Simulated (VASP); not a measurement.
# PbSe (rocksalt type) (Fm-3m) in VASP: further runs

The runs below take PbSe (rocksalt type) through single point, with PBE.

Everything below comes from runs of VASP 6.6.1. Logs are shortened: lines on timing, memory, paths and dates and some standing lists are left out, and cuts for length are marked.

## Step 1: The cell of the first run

It takes space group Fm-3m (No. 225, cubic). Conventional cell: a = 6.111 Å, b = 6.111 Å, c = 6.111 Å, α = 90.00°, β = 90.00°, γ = 90.00°. Within 4.0 Å of Pb (site symmetry m-3m) lie 6 Se at 3.06 Å. Se (site symmetry m-3m) has 6 Pb at 3.06 Å within 4.0 Å.

## Step 2: Single point, PBE (28.52 Å³/atom)

INCAR

```
SYSTEM = PbSe
  ALGO = Normal
  EDIFF = 1E-6
  ENCUT = 520
  GGA = PE
  ISIF = 2
  ISMEAR = -1
  LASPH = .TRUE.
  LCHARG = .TRUE.
  LELF = .TRUE.
  LREAL = .FALSE.
  LVHAR = .TRUE.
  LWAVE = .FALSE.
  NBANDS = 17
  NELM = 80
  PREC = Accurate
  SIGMA = 0.03
```

KPOINTS

```
k-points
0
G
  10 10 10
  0 0 0
```

POSCAR

```
PbSe
1.0
    0.0000000000      3.0552737774      3.0552737774
    3.0552737774      0.0000000000      3.0552737774
    3.0552737774      3.0552737774      0.0000000000
Pb Se
1 1
Direct
    0.0000000000      0.0000000000      0.0000000000
    0.5000000000      0.5000000000      0.5000000000
```

Potentials or basis: VASP PAW PBE potentials, release 64 (Pb_d, Se).

Run with:

```
$ cat potpaw_PBE.64/Pb_d/POTCAR potpaw_PBE.64/Se/POTCAR > POTCAR
$ mpirun -np 1 vasp_std > vasp.out
```

OUTCAR:

```text
SYSTEM = PbSe
   EDIFF = 1E-6
   ENCUT = 520
   GGA = PE
   ISIF = 2
   ISMEAR = -1
   LASPH = .TRUE.
   LREAL = .FALSE.
   NELM = 80
   PREC = Accurate

 ion  position               nearest neighbor table
   1  0.000  0.000  0.000-   2 3.06   2 3.06   2 3.06   2 3.06   2 3.06   2 3.06
   2  0.500  0.500  0.500-   1 3.06   1 3.06   1 3.06   1 3.06   1 3.06   1 3.06

  LATTYP: Found a face centered cubic cell.
 ALAT       =     6.1105475548

  Lattice vectors:

 A1 = (   0.0000000000,   3.0552737774,   3.0552737774)
 A2 = (   3.0552737774,   0.0000000000,   3.0552737774)
 A3 = (   3.0552737774,   3.0552737774,   0.0000000000)

Analysis of symmetry for initial positions (statically):
=====================================================================
 Subroutine PRICEL returns:
 Original cell was already a primitive cell.

 Routine SETGRP: Setting up the symmetry group for a
 face centered cubic supercell.

 Subroutine GETGRP returns: Found 48 space group operations
 (whereof 48 operations were pure point group operations)
 out of a pool of 48 trial point group operations.

The static configuration has the point symmetry O_h .

Analysis of symmetry for dynamics (positions and initial velocities):
=====================================================================
 Subroutine PRICEL returns:
 Original cell was already a primitive cell.

 Routine SETGRP: Setting up the symmetry group for a
 face centered cubic supercell.

 Subroutine GETGRP returns: Found 48 space group operations
 (whereof 48 operations were pure point group operations)
 out of a pool of 48 trial point group operations.

The dynamic configuration has the point symmetry O_h .

 Subroutine INISYM returns: Found 48 space group operations
 (whereof 48 operations are pure point group operations),
 and found     1 'primitive' translations

----------------------------------------------------------------------------------------

                                     Primitive cell

  volume of cell :      57.0401

  direct lattice vectors                    reciprocal lattice vectors
     0.000000000  3.055273777  3.055273777    -0.163651455  0.163651455  0.163651455
     3.055273777  0.000000000  3.055273777     0.163651455 -0.163651455  0.163651455
     3.055273777  3.055273777  0.000000000     0.163651455  0.163651455 -0.163651455

  length of vectors
     4.320809613  4.320809613  4.320809613     0.283452635  0.283452635  0.283452635

  position of ions in fractional coordinates (direct lattice)
     0.000000000  0.000000000  0.000000000
     0.500000000  0.500000000  0.500000000

  ion indices of the primitive-cell ions
   primitive index   ion index
                 1           1
                 2           2

----------------------------------------------------------------------------------------

 KPOINTS: k-points

Automatic generation of k-mesh.
 Grid dimensions read from file:
 generate k-points for:   10   10   10

 Generating k-lattice:

  Cartesian coordinates                     Fractional coordinates (reciprocal lattice)
    -0.016365146  0.016365146  0.016365146     0.100000000  0.000000000  0.000000000
     0.016365146 -0.016365146  0.016365146     0.000000000  0.100000000  0.000000000
     0.016365146  0.016365146 -0.016365146     0.000000000  0.000000000  0.100000000

  Length of vectors
     0.028345264  0.028345264  0.028345264

  Shift w.r.t. Gamma in fractional coordinates (k-lattice)
     0.000000000  0.000000000  0.000000000

 Subroutine IBZKPT returns following result:
 ===========================================

 Found     47 irreducible k-points:

 Following reciprocal coordinates:
            Coordinates               Weight
  0.000000  0.000000  0.000000      1.000000
  0.100000  0.000000  0.000000      8.000000
  0.200000  0.000000  0.000000      8.000000
  0.300000  0.000000  0.000000      8.000000
  0.400000  0.000000  0.000000      8.000000
  0.500000  0.000000  0.000000      4.000000
[... 16 lines left out ...]
  0.300000  0.300000  0.000000      6.000000
  0.400000  0.300000  0.000000     24.000000
 [... further k-points ...]
   k-points           NKPTS =     47   k-points in BZ     NKDIM =     47   number of bands    NBANDS=     17
   number of dos      NEDOS =    301   number of ions     NIONS =      2
   total plane-waves  NPLWV =  32768
   dimension x,y,z NGX =    32 NGY =   32 NGZ =   32
   dimension x,y,z NGXF=    64 NGYF=   64 NGZF=   64
   ions per type =               1   1
   NGX,Y,Z   is equivalent  to a cutoff of  12.31, 12.31, 12.31 a.u.
   NGXF,Y,Z  is equivalent  to a cutoff of  24.62, 24.62, 24.62 a.u.
 SYSTEM =  PbSe
   PREC   = accura    normal or accurate (medium, high low for compatibility)
   ISTART =      0    job   : 0-new  1-cont  2-samecut
   ICHARG =      2    charge: 1-file 2-atom 10-const
   ISPIN  =      1    spin polarized calculation?
   LNONCOLLINEAR =      F non collinear calculations
   LSORBIT =      F    spin-orbit coupling
   LASPH  =      T    aspherical Exc in radial PAW
   ENCUT  =  520.0 eV  38.22 Ry    6.18 a.u.   8.03  8.03  8.03*2*pi/ulx,y,z
   NELM   =     80;   NELMIN=  2; NELMDL= -5     # of ELM steps
   EDIFF  = 0.1E-05   stopping-criterion for ELM
   LREAL  =      F    real-space projection
   EDIFFG = 0.1E-04   stopping-criterion for IOM
   NSW    =      0    number of steps for IOM
   IBRION =     -1    ionic relax: 0-MD 1-quasi-New 2-CG
   NFREE  =      0    steps in history (QN), initial steepest desc. (CG)
   ISIF   =      2    stress and relaxation
   ISYM   =      2    0-nonsym 1-usesym 2-fastsym
   POTIM  = 0.5000    time-step for ionic-motion
   TEBEG  =    0.0;   TEEND  =   0.0 temperature during run
   PSTRESS=    0.0 pullay stress
   NELECT =      20.0000    total number of electrons
   NUPDOWN=      -1.0000    fix difference up-down
   EMIN   =  10.00;   EMAX   =-10.00  energy-range for DOS
   EFERMI =   0.00;   METHOD = LEGACY
   ISMEAR =    -1;   SIGMA  =   0.03  broadening in eV -4-tet -1-fermi 0-gaus
   EFERMI_NEDOS =   21; number of points for ismear=-14 and -15
   IALGO  =     38    algorithm
   IMIX   =      4    mixing-type and parameters
     AMIX     =   0.40;   BMIX     =  1.00
     AMIX_MAG =   1.60;   BMIX_MAG =  1.00
  volume/ion in A,a.u.               =      28.52       192.46
  Fermi-wavevector in a.u.,A,eV,Ry     =   1.154405  2.181508 18.131802  1.332650
  Thomas-Fermi vector in A             =   2.291041
   LORBIT       =      0    0 simple, 1 ext, 2 COOP (PROOUT), +10 PAW based schemes
   GGA     = PE    functional components
   LHFCALC =     F    Hartree Fock is set to
   AEXX    =    0.0000 exact exchange contribution
   IVDW    =     0    specifies the selected vdW correction
   LEPSILON=     F    determine dielectric tensor
   LRPA    =     F    only Hartree local field effects (RPA)
 non-spin polarized calculation
  energy-cutoff  :      520.00
  volume of cell :       57.04
 maximum number of plane-waves:      1572
   NGX = 17   NGY = 17   NGZ = 17

 number of electron      20.0000002 magnetization

 Free energy of the ion-electron system (eV)
  ---------------------------------------------------
  ext. energy  EPLUGINS =         0.00000000
  ---------------------------------------------------
  free energy    TOTEN  =        -8.17263401 eV

  energy without entropy =       -8.17260626  energy(sigma->0) =       -8.17262014

 E-fermi :   5.2773     XC(G=0):  -9.5543

 val. band max:        5.1405894010   @ k =   0.5000   0.0000   0.0000
 cond. band min:       5.4139479188   @ k =   0.5000   0.0000   0.0000
 fundamental gap:      0.2733585178
 Fermi energy:         5.2772688959

 k-point     1 :       0.0000    0.0000    0.0000
  band No.  band energies     occupation
      1     -11.7108      2.00000
      2     -11.7108      2.00000
      3     -11.7108      2.00000
      4     -11.7070      2.00000
      5     -11.7070      2.00000
      6      -8.5039      2.00000
[... 9 lines left out ...]
     16      11.6391      0.00000
     17      13.2920      0.00000

 k-point     2 :       0.1000    0.0000    0.0000
  band No.  band energies     occupation
      1     -11.7106      2.00000
      2     -11.7106      2.00000
      3     -11.7104      2.00000
      4     -11.7064      2.00000
      5     -11.7064      2.00000
      6      -8.4269      2.00000
[... 9 lines left out ...]
     16      11.8686      0.00000
     17      14.1036      0.00000

 k-point     3 :       0.2000    0.0000    0.0000
  band No.  band energies     occupation
      1     -11.7164      2.00000
      2     -11.7164      2.00000
      3     -11.7095      2.00000
      4     -11.6985      2.00000
      5     -11.6985      2.00000
      6      -8.2075      2.00000
[... 9 lines left out ...]
     16      12.4473      0.00000
     17      15.5694      0.00000

 k-point     4 :       0.3000    0.0000    0.0000
  band No.  band energies     occupation
      1     -11.7241      2.00000
      2     -11.7241      2.00000
      3     -11.7086      2.00000
      4     -11.6881      2.00000
      5     -11.6881      2.00000
      6      -7.8883      2.00000
[... 9 lines left out ...]
     16      13.3252      0.00000
     17      16.9544      0.00000
[... 343 lines left out ...]
      1     -11.7305      2.00000
      2     -11.7225      2.00000
      3     -11.7057      2.00000
      4     -11.6941      2.00000
      5     -11.6870      2.00000
      6      -7.7724      2.00000
[... 9 lines left out ...]
     16      14.6863      0.00000
     17      15.2944      0.00000

 k-point    23 :       0.3000    0.3000    0.0000
  band No.  band energies     occupation
      1     -11.7788      2.00000
      2     -11.7229      2.00000
      3     -11.6943      2.00000
      4     -11.6816      2.00000
      5     -11.6816      2.00000
      6      -7.6562      2.00000
[... 9 lines left out ...]
     16      15.1685      0.00000
     17      15.6823      0.00000

 k-point    24 :       0.4000    0.3000    0.0000
  band No.  band energies     occupation
      1     -11.7963      2.00000
      2     -11.7229      2.00000
      3     -11.6958      2.00000
      4     -11.6767      2.00000
      5     -11.6740      2.00000
      6      -7.4051      2.00000
[... 9 lines left out ...]
     16      15.8681      0.00000
     17      16.5988      0.00000

 [... further k-points ...]

------------------------ aborting loop because EDIFF is reached ----------------------------------------

  FORCE on cell =-STRESS in cart. coord.  units (eV):
  Direction    XX          YY          ZZ          XY          YZ          ZX
  --------------------------------------------------------------------------------------
  -------------------------------------------------------------------------------------
  Total        0.9682177      0.9682177      0.9682177      0.0000000      0.0000000     -0.0000000
  in kB       27.1958856     27.1958856     27.1958856      0.0000000      0.0000000     -0.0000000
  external PRESSURE =      27.1958856 kB  Pullay stress =       0.0000000 kB

 VOLUME and BASIS-vectors are now :
 -----------------------------------------------------------------------------
  energy-cutoff  :      520.00
  volume of cell :       57.04
      direct lattice vectors                 reciprocal lattice vectors
     0.000000000  3.055273777  3.055273777    -0.163651455  0.163651455  0.163651455
     3.055273777  0.000000000  3.055273777     0.163651455 -0.163651455  0.163651455
     3.055273777  3.055273777  0.000000000     0.163651455  0.163651455 -0.163651455

 POSITION                                       TOTAL-FORCE (eV/Angst)
 -----------------------------------------------------------------------------------
      0.00000      0.00000      0.00000         0.000000     -0.000000      0.000000
      3.05527      3.05527      3.05527        -0.000000      0.000000     -0.000000
 -----------------------------------------------------------------------------------
    total drift:                                0.000000     -0.000000     -0.000000

  FREE ENERGIE OF THE ION-ELECTRON SYSTEM (eV)
  ---------------------------------------------------
  free  energy   TOTEN  =        -8.1726340125 eV

  energy  without entropy=       -8.1726062633  energy(sigma->0) =       -8.17262014
```

It took 40 s on 1 thread of Intel Xeon 8259CL, shared host; peak memory 0.2 GiB.

Results:

- Free energy: -8.1726 eV
- Pressure: 2.7 GPa
- Band gap on the k mesh: 0.27 eV

Caveat: spin-orbit coupling is left out, which moves the levels of the heavy elements. A k mesh can miss the band edges.

## Step 3: Single point, PBE (29.27 Å³/atom)

This run uses another cell than the first one, of 29.27 Å³/atom.

INCAR

```
SYSTEM = PbSe
PREC     = Accurate       ! precision mode
ENCUT    = 520            ! plane-wave cutoff, eV
EDIFF    = 1E-6           ! SCF threshold, eV
ISMEAR   = -1             ! smearing method
SIGMA    = 0.03           ! smearing width, eV
LREAL    = .FALSE.        ! projectors in reciprocal space
LASPH    = .TRUE.         ! aspherical terms in the spheres
NELM     = 60             ! most SCF steps
ALGO     = Normal         ! electronic algorithm
ISIF     = 2              ! what is computed and relaxed
LWAVE    = .FALSE.        ! write WAVECAR
LCHARG   = .FALSE.        ! write CHGCAR
GGA      = PE             ! functional
NBANDS   = 17             ! bands
```

KPOINTS

```
regular mesh
0
G
  10 10 10
  0 0 0
```

POSCAR

```
PbSe
1.0
    0.0000000000      3.0818427091      3.0818427091
    3.0818427091      0.0000000000      3.0818427091
    3.0818427091      3.0818427091      0.0000000000
Pb Se
1 1
Direct
    0.0000000000      0.0000000000      0.0000000000
    0.5000000000      0.5000000000      0.5000000000
```

Potentials or basis: VASP PAW PBE potentials, release 64 (Pb_d, Se).

Run with:

```
$ cat potpaw_PBE.64/Pb_d/POTCAR potpaw_PBE.64/Se/POTCAR > POTCAR
$ mpirun -np 1 vasp_std > vasp.out
```

It took 47 s on 1 thread of Intel Xeon 8259CL, shared host; peak memory 0.2 GiB.

It converged, with:

| Item | Value |
| --- | --- |
| Free energy | -8.1917 eV |
| Pressure | 1.3 GPa |
| Band gap on the k mesh | 0.36 eV |

Levels at points of the mesh, in eV from the valence-band top:
```csv
k point,band 7,band 8,band 9,band 10,band 11,band 12,band 13,band 14
"(0.00, 0.00, 0.00)",-6.32,-1.77,-1.77,-1.77,4.68,4.68,4.68,6.58
"(0.50, 0.00, 0.00)",-8.67,-1.37,-1.37,0.00,0.36,1.76,1.76,8.54
"(0.50, 0.50, 0.00)",-7.33,-4.80,-3.09,-3.09,3.80,5.55,5.55,5.98
```

Caveat: spin-orbit coupling is left out, which moves the levels of the heavy elements. A k mesh can miss the band edges.

## Step 4: Single point, PBE (30.77 Å³/atom)

This run uses another cell than the first one, of 30.77 Å³/atom.

INCAR

```
SYSTEM = PbSe
ALGO = Normal
EDIFF = 1E-7
ENCUT = 520
GGA = PE
ISIF = 2
ISMEAR = -1
LASPH = .TRUE.
LCHARG = .TRUE.
LELF = .TRUE.
LREAL = .FALSE.
LVHAR = .TRUE.
LWAVE = .FALSE.
NBANDS = 17
NELM = 100
PREC = Accurate
SIGMA = 0.03
```

KPOINTS

```
k-points
0
G
  10 10 10
  0 0 0
```

POSCAR

```
PbSe
1.0
    0.0000000000      3.1336480606      3.1336480606
    3.1336480606      0.0000000000      3.1336480606
    3.1336480606      3.1336480606      0.0000000000
Pb Se
1 1
Direct
    0.0000000000      0.0000000000      0.0000000000
    0.5000000000      0.5000000000      0.5000000000
```

Run with:

```
$ cat potpaw_PBE.64/Pb_d/POTCAR potpaw_PBE.64/Se/POTCAR > POTCAR
$ mpirun -np 1 vasp_std > vasp.out
```

Wall time 87 s (1 thread of Intel Xeon 8259CL, shared host); peak memory 0.23 GiB.

It converged, with:

- Free energy: -8.1936 eV
- Pressure: -1.1 GPa
- Band gap on the k mesh: 0.50 eV

Levels at points of the mesh, in eV from the valence-band top:
```
           k point  band 7  band 8  band 9  band 10  band 11  band 12  band 13  band 14
(0.00, 0.00, 0.00)   -6.37   -1.52   -1.52    -1.52     4.60     4.60     4.60     6.71
(0.50, 0.00, 0.00)   -8.38   -1.16   -1.16     0.00     0.50     1.88     1.88     8.51
(0.50, 0.50, 0.00)   -7.23   -4.36   -2.76    -2.76     4.03     5.39     5.39     5.79
```

Caveat: spin-orbit coupling is left out, which moves the levels of the heavy elements. A k mesh can miss the band edges.

## Step 5: The runs side by side

| cell | gap on the mesh (eV) | pressure (GPa) |
| --- | --- | --- |
| a = 4.321 Å, angles 60.0°, 2 atoms | 0.27 | 2.7 |
| a = 4.358 Å, angles 60.0°, 2 atoms | 0.36 | 1.3 |
| a = 4.432 Å, angles 60.0°, 2 atoms | 0.50 | -1.1 |

Alike in all rows: task single point; level PBE; potentials or basis VASP PAW PBE potentials, release 64 (Pb_d, Se); no spin polarisation; k mesh 10 × 10 × 10; cutoff (eV) 520; smearing fermi-dirac 0.03 eV.

Caveats: spin-orbit coupling is left out, which moves the levels of the heavy elements.

Absolute energies hang on the potentials; compare differences alone.
